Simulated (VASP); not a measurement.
Ga:

```
CELL_PARAMETERS angstrom
-1.40400 1.40400 2.22900
1.40400 -1.40400 2.22900
1.40400 1.40400 -2.22900
ATOMIC_POSITIONS crystal
Ga 0.00000 0.00000 0.00000
```

Base run:

```yaml
Program: VASP 6.6.1
Functional: PBE
Potentials_or_basis: VASP PAW PBE potentials, release 64 (Ga_d)
Cutoff: 520 eV
k_mesh: 16 × 16 × 16
Occupations: fermi-dirac, width 0.03 eV
Spin: no spin polarisation
```

Its results: pressure 4.5 GPa.

Q: The run is repeated on the same cell with these changes: functional from PBE to r2SCAN; further incar settings from ALGO = Normal; EDIFF = 1e-06; NBANDS = 12 to ALGO = Normal; EDIFF = 1e-08; NBANDS = 12. What comes out?

A: Pressure 1.1 GPa.

Caveats: the PAW data sets were made with another functional, which shifts forces and pressure a little (some runs).
